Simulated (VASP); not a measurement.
# Rh (Fm-3m) in VASP: notebook

Aim: see how the results for Rh move with the level of theory and the settings. Levels: LDA, PBE, r2SCAN. Tasks: electric field gradients.

Everything below comes from runs of VASP 6.6.1. Logs are shortened: lines on timing, memory, paths and dates and some standing lists are left out, and cuts for length are marked.

### 1 The cell of the first run

The structure is cubic, space group Fm-3m (No. 225). Conventional cell: a = 3.803 Å, b = 3.803 Å, c = 3.803 Å, α = 90.00°, β = 90.00°, γ = 90.00°. Rh (site symmetry m-3m) has 12 Rh at 2.69 Å within 3.5 Å.

### 2 Electric field gradients, LDA

File INCAR:

```
  PREC = Accurate
  ENCUT = 520
  EDIFF = 1E-8
  ISMEAR = -1
  SIGMA = 0.08
  LREAL = F
  LASPH = T
  NELM = 80
  ALGO = Normal
  ISIF = 2
  LWAVE = F
  LCHARG = F
  LEFG = T
  NBANDS = 14
```

File KPOINTS:

```
regular mesh
0
Gamma
  16 16 16
```

File POSCAR:

```
Rh
1.0
    0.0000000000      1.9015500000      1.9015500000
    1.9015500000      0.0000000000      1.9015500000
    1.9015500000      1.9015500000      0.0000000000
Rh
1
Direct
    0.0000000000      0.0000000000      0.0000000000
```

Potentials or basis: VASP PAW LDA potentials, release 64 (Rh_pv).

The run is started by

```console
> cat potpaw_LDA.64/Rh_pv/POTCAR > POTCAR
> mpirun -np 1 vasp_std > vasp.out
```

OUTCAR:

```text
PREC = Accurate
   ENCUT = 520
   EDIFF = 1E-8
   ISMEAR = -1
   LREAL = F
   LASPH = T
   NELM = 80
   ISIF = 2

 ion  position               nearest neighbor table
   1  0.000  0.000  0.000-

  LATTYP: Found a face centered cubic cell.
 ALAT       =     3.8031000000

  Lattice vectors:

 A1 = (   0.0000000000,   1.9015500000,   1.9015500000)
 A2 = (   1.9015500000,   0.0000000000,   1.9015500000)
 A3 = (   1.9015500000,   1.9015500000,   0.0000000000)

Analysis of symmetry for initial positions (statically):
=====================================================================
 Subroutine PRICEL returns:
 Original cell was already a primitive cell.

 Routine SETGRP: Setting up the symmetry group for a
 face centered cubic supercell.

 Subroutine GETGRP returns: Found 48 space group operations
 (whereof 48 operations were pure point group operations)
 out of a pool of 48 trial point group operations.

The static configuration has the point symmetry O_h .

Analysis of symmetry for dynamics (positions and initial velocities):
=====================================================================
 Subroutine PRICEL returns:
 Original cell was already a primitive cell.

 Routine SETGRP: Setting up the symmetry group for a
 face centered cubic supercell.

 Subroutine GETGRP returns: Found 48 space group operations
 (whereof 48 operations were pure point group operations)
 out of a pool of 48 trial point group operations.

The dynamic configuration has the point symmetry O_h .

 Subroutine INISYM returns: Found 48 space group operations
 (whereof 48 operations are pure point group operations),
 and found     1 'primitive' translations

----------------------------------------------------------------------------------------

                                     Primitive cell

  volume of cell :      13.7516

  direct lattice vectors                    reciprocal lattice vectors
     0.000000000  1.901550000  1.901550000    -0.262943388  0.262943388  0.262943388
     1.901550000  0.000000000  1.901550000     0.262943388 -0.262943388  0.262943388
     1.901550000  1.901550000  0.000000000     0.262943388  0.262943388 -0.262943388

  length of vectors
     2.689197800  2.689197800  2.689197800     0.455431308  0.455431308  0.455431308

[... 124 lines left out ...]

 E-fermi :  11.7007     XC(G=0): -14.3501

 val. band max:       11.6953292236   @ k =   0.3125   0.2500   0.0000
 cond. band min:      11.7016603014   @ k =  -0.1875   0.1250   0.0000
 fundamental gap:      0.0063310778
 Fermi energy:        11.7006546165

 k-point     1 :       0.0000    0.0000    0.0000
  band No.  band energies     occupation
      1     -34.4565      2.00000
      2     -34.4565      2.00000
      3     -34.4565      2.00000
      4       3.6767      2.00000
      5       8.5979      2.00000
      6       8.5979      2.00000
      7       8.5979      2.00000
      8      10.7236      1.99999
      9      10.7236      1.99999
     10      27.6553      0.00000
     11      32.0581      0.00000
     12      33.0585      0.00000
     13      33.0585      0.00000
     14      33.0585      0.00000
[... 377 lines left out ...]
      1     -34.5271      2.00000
      2     -34.4779      2.00000
      3     -34.4620      2.00000
      4       4.0897      2.00000
      5       8.3973      2.00000
      6       8.7446      2.00000
      7       8.7928      2.00000
      8      10.5348      2.00000
      9      10.7487      1.99999
     10      28.2427      0.00000
     11      31.4018      0.00000
     12      32.0603      0.00000
     13      33.1120      0.00000
     14      33.9201      0.00000

 [... further k-points ...]

------------------------ aborting loop because EDIFF is reached ----------------------------------------

  FORCE on cell =-STRESS in cart. coord.  units (eV):
  Direction    XX          YY          ZZ          XY          YZ          ZX
  --------------------------------------------------------------------------------------
  -------------------------------------------------------------------------------------
  Total       -0.8731209     -0.8731209     -0.8731209      0.0000000      0.0000000      0.0000000
  in kB     -101.7259389   -101.7259389   -101.7259389      0.0000000      0.0000000      0.0000000
  external PRESSURE =    -101.7259389 kB  Pullay stress =       0.0000000 kB

 VOLUME and BASIS-vectors are now :
 -----------------------------------------------------------------------------
  energy-cutoff  :      520.00
  volume of cell :       13.75
      direct lattice vectors                 reciprocal lattice vectors
     0.000000000  1.901550000  1.901550000    -0.262943388  0.262943388  0.262943388
     1.901550000  0.000000000  1.901550000     0.262943388 -0.262943388  0.262943388
     1.901550000  1.901550000  0.000000000     0.262943388  0.262943388 -0.262943388

 POSITION                                       TOTAL-FORCE (eV/Angst)
 -----------------------------------------------------------------------------------
      0.00000      0.00000      0.00000         0.000000      0.000000      0.000000
 -----------------------------------------------------------------------------------
    total drift:                                0.000000     -0.000000      0.000000

  FREE ENERGIE OF THE ION-ELECTRON SYSTEM (eV)
  ---------------------------------------------------
  free  energy   TOTEN  =        -8.6815066436 eV

  energy  without entropy=       -8.6520216495  energy(sigma->0) =       -8.66676415

 Electric field gradients (V/A^2)
---------------------------------------------------------------------
 ion       V_xx      V_yy      V_zz      V_xy      V_xz      V_yz
---------------------------------------------------------------------
   1       0.000    -0.000    -0.000     0.001     0.001     0.001
---------------------------------------------------------------------

 Electric field gradients after diagonalization (V/A^2)
 (convention: |V_zz| > |V_xx| > |V_yy|)
----------------------------------------------------------------------
 ion       V_xx      V_yy      V_zz     asymmetry (V_yy - V_xx)/ V_zz
----------------------------------------------------------------------
   1      -0.001    -0.001     0.001       0.000
----------------------------------------------------------------------

           NMR quadrupolar parameters

 Cq : quadrupolar parameter    Cq=e*Q*V_zz/h
 eta: asymmetry parameters     (V_yy - V_xx)/ V_zz
 Q  : nuclear electric quadrupole moment in mb (millibarn)
----------------------------------------------------------------------
 ion       Cq(MHz)       eta       Q (mb)
----------------------------------------------------------------------
   1       0.000       0.000       1.000
----------------------------------------------------------------------
```

stdout:

```text
POSCAR found type information on POSCAR Rh
 POSCAR found :  1 types and       1 ions
 scaLAPACK will be used
 LDA part: xc-table for (Slater(with rela. corr.)+CA(PZ))
 , standard interpolation
 POSCAR, INCAR and KPOINTS ok, starting setup
 FFT: planning ... GRIDC
 FFT: planning ... GRID_SOFT
 FFT: planning ... GRID
 WAVECAR not read
 entering main loop
ion   1
```

Run time: 31 s. Hardware: 1 thread of Intel Xeon 8259CL, shared host; peak memory 0.14 GiB.

What came out:

- Free energy: -8.6815 eV
- Pressure: -10.2 GPa

Caveat: without QUAD_EFG the Cq values of the log hold for a quadrupole moment of 1 mb, not for the nuclei.

### 3 Electric field gradients, PBE

File INCAR:

```
SYSTEM = Rh
  PREC = Accurate
  ENCUT = 520
  EDIFF = 1E-8
  ISMEAR = -1
  SIGMA = 0.08
  LREAL = .False.
  LASPH = .True.
  NELM = 100
  ALGO = Normal
  ISIF = 2
  LWAVE = .False.
  LCHARG = .False.
  GGA = PE
  LEFG = .True.
  NBANDS = 14
```

File KPOINTS:

```
regular mesh
0
Gamma
  16 16 16
  0 0 0
```

POSCAR is that of step 2.

Potentials or basis: VASP PAW PBE potentials, release 64 (Rh_pv).

The run is started by

```console
> cat potpaw_PBE.64/Rh_pv/POTCAR > POTCAR
> mpirun -np 1 vasp_std > vasp.out
```

OUTCAR:

```text
SYSTEM = Rh
   PREC = Accurate
   ENCUT = 520
   EDIFF = 1E-8
   ISMEAR = -1
   LREAL = .False.
   LASPH = .True.
   NELM = 100
   ISIF = 2
   GGA = PE

 ion  position               nearest neighbor table
   1  0.000  0.000  0.000-

  LATTYP: Found a face centered cubic cell.
 ALAT       =     3.8031000000

  Lattice vectors:

 A1 = (   0.0000000000,   1.9015500000,   1.9015500000)
 A2 = (   1.9015500000,   0.0000000000,   1.9015500000)
 A3 = (   1.9015500000,   1.9015500000,   0.0000000000)

Analysis of symmetry for initial positions (statically):
=====================================================================
 Subroutine PRICEL returns:
 Original cell was already a primitive cell.

 Routine SETGRP: Setting up the symmetry group for a
 face centered cubic supercell.

 Subroutine GETGRP returns: Found 48 space group operations
 (whereof 48 operations were pure point group operations)
 out of a pool of 48 trial point group operations.

The static configuration has the point symmetry O_h .

Analysis of symmetry for dynamics (positions and initial velocities):
=====================================================================
 Subroutine PRICEL returns:
 Original cell was already a primitive cell.

 Routine SETGRP: Setting up the symmetry group for a
 face centered cubic supercell.

 Subroutine GETGRP returns: Found 48 space group operations
 (whereof 48 operations were pure point group operations)
 out of a pool of 48 trial point group operations.

The dynamic configuration has the point symmetry O_h .

 Subroutine INISYM returns: Found 48 space group operations
 (whereof 48 operations are pure point group operations),
 and found     1 'primitive' translations

----------------------------------------------------------------------------------------

                                     Primitive cell

  volume of cell :      13.7516

  direct lattice vectors                    reciprocal lattice vectors
     0.000000000  1.901550000  1.901550000    -0.262943388  0.262943388  0.262943388
     1.901550000  0.000000000  1.901550000     0.262943388 -0.262943388  0.262943388
     1.901550000  1.901550000  0.000000000     0.262943388  0.262943388 -0.262943388

  length of vectors
     2.689197800  2.689197800  2.689197800     0.455431308  0.455431308  0.455431308

  position of ions in fractional coordinates (direct lattice)
     0.000000000  0.000000000  0.000000000

  ion indices of the primitive-cell ions
   primitive index   ion index
                 1           1

----------------------------------------------------------------------------------------

 KPOINTS: regular mesh

Automatic generation of k-mesh.
 Grid dimensions read from file:
 generate k-points for:   16   16   16

 Generating k-lattice:

  Cartesian coordinates                     Fractional coordinates (reciprocal lattice)
[... 72 lines left out ...]
   NUPDOWN=      -1.0000    fix difference up-down
   EMIN   =  10.00;   EMAX   =-10.00  energy-range for DOS
   EFERMI =   0.00;   METHOD = LEGACY
   ISMEAR =    -1;   SIGMA  =   0.08  broadening in eV -4-tet -1-fermi 0-gaus
   EFERMI_NEDOS =   21; number of points for ismear=-14 and -15
   IALGO  =     38    algorithm
   IMIX   =      4    mixing-type and parameters
     AMIX     =   0.40;   BMIX     =  1.00
     AMIX_MAG =   1.60;   BMIX_MAG =  1.00
  volume/ion in A,a.u.               =      13.75        92.80
  Fermi-wavevector in a.u.,A,eV,Ry     =   1.685211  3.184586 38.639656  2.839935
  Thomas-Fermi vector in A             =   2.768095
   LORBIT       =      0    0 simple, 1 ext, 2 COOP (PROOUT), +10 PAW based schemes
   GGA     = PE    functional components
   LHFCALC =     F    Hartree Fock is set to
   AEXX    =    0.0000 exact exchange contribution
   IVDW    =     0    specifies the selected vdW correction
   LEPSILON=     F    determine dielectric tensor
   LRPA    =     F    only Hartree local field effects (RPA)
 non-spin polarized calculation
  energy-cutoff  :      520.00
  volume of cell :       13.75
 maximum number of plane-waves:       388
   NGX =  9   NGY =  9   NGZ =  9

 number of electron      15.0000007 magnetization

 Free energy of the ion-electron system (eV)
  ---------------------------------------------------
  ext. energy  EPLUGINS =         0.00000000
  ---------------------------------------------------
  free energy    TOTEN  =        -7.26755564 eV

  energy without entropy =       -7.23796348  energy(sigma->0) =       -7.25275956

 E-fermi :  11.8934     XC(G=0): -14.0298

 val. band max:       11.8933443756   @ k =  -0.3750   0.0625   0.0000
 cond. band min:      11.8945715450   @ k =  -0.1875   0.1250   0.0000
 fundamental gap:      0.0012271694
 Fermi energy:        11.8933661109

 k-point     1 :       0.0000    0.0000    0.0000
  band No.  band energies     occupation
      1     -34.4754      2.00000
      2     -34.4754      2.00000
      3     -34.4754      2.00000
      4       3.9428      2.00000
      5       8.8259      2.00000
      6       8.8259      2.00000
      7       8.8259      2.00000
      8      10.9112      1.99999
      9      10.9112      1.99999
     10      27.8964      0.00000
     11      32.4384      0.00000
     12      33.3561      0.00000
     13      33.3561      0.00000
     14      33.3561      0.00000
[... 377 lines left out ...]
      1     -34.5446      2.00000
      2     -34.4964      2.00000
      3     -34.4808      2.00000
      4       4.3549      2.00000
      5       8.6261      2.00000
      6       8.9717      2.00000
      7       9.0193      2.00000
      8      10.7244      2.00000
      9      10.9364      1.99999
     10      28.4780      0.00000
     11      31.6626      0.00000
     12      32.4401      0.00000
     13      33.4070      0.00000
     14      34.2116      0.00000

 [... further k-points ...]

------------------------ aborting loop because EDIFF is reached ----------------------------------------

  FORCE on cell =-STRESS in cart. coord.  units (eV):
  Direction    XX          YY          ZZ          XY          YZ          ZX
  --------------------------------------------------------------------------------------
  -------------------------------------------------------------------------------------
  Total        0.5206326      0.5206326      0.5206326      0.0000000      0.0000000      0.0000000
  in kB       60.6580876     60.6580876     60.6580876      0.0000000      0.0000000      0.0000000
  external PRESSURE =      60.6580876 kB  Pullay stress =       0.0000000 kB

 VOLUME and BASIS-vectors are now :
 -----------------------------------------------------------------------------
  energy-cutoff  :      520.00
  volume of cell :       13.75
      direct lattice vectors                 reciprocal lattice vectors
     0.000000000  1.901550000  1.901550000    -0.262943388  0.262943388  0.262943388
     1.901550000  0.000000000  1.901550000     0.262943388 -0.262943388  0.262943388
     1.901550000  1.901550000  0.000000000     0.262943388  0.262943388 -0.262943388

 POSITION                                       TOTAL-FORCE (eV/Angst)
 -----------------------------------------------------------------------------------
      0.00000      0.00000      0.00000         0.000000      0.000000      0.000000
 -----------------------------------------------------------------------------------
    total drift:                                0.000000     -0.000000     -0.000000

  FREE ENERGIE OF THE ION-ELECTRON SYSTEM (eV)
  ---------------------------------------------------
  free  energy   TOTEN  =        -7.2675556392 eV

  energy  without entropy=       -7.2379634832  energy(sigma->0) =       -7.25275956

 Electric field gradients (V/A^2)
---------------------------------------------------------------------
 ion       V_xx      V_yy      V_zz      V_xy      V_xz      V_yz
---------------------------------------------------------------------
   1       0.000    -0.000    -0.000     0.001     0.001     0.001
---------------------------------------------------------------------

 Electric field gradients after diagonalization (V/A^2)
 (convention: |V_zz| > |V_xx| > |V_yy|)
----------------------------------------------------------------------
 ion       V_xx      V_yy      V_zz     asymmetry (V_yy - V_xx)/ V_zz
----------------------------------------------------------------------
   1      -0.001    -0.001     0.001       0.000
----------------------------------------------------------------------

           NMR quadrupolar parameters

 Cq : quadrupolar parameter    Cq=e*Q*V_zz/h
 eta: asymmetry parameters     (V_yy - V_xx)/ V_zz
 Q  : nuclear electric quadrupole moment in mb (millibarn)
----------------------------------------------------------------------
 ion       Cq(MHz)       eta       Q (mb)
----------------------------------------------------------------------
   1       0.000       0.000       1.000
----------------------------------------------------------------------
```

It took 36 s on 1 thread of Intel Xeon 8259CL, shared host; peak memory 0.15 GiB.

What came out:

```
Free energy : -7.2676 eV
Pressure    : 6.1 GPa
```

Caveat: without QUAD_EFG the Cq values of the log hold for a quadrupole moment of 1 mb, not for the nuclei.

[end of part 1 of 2]
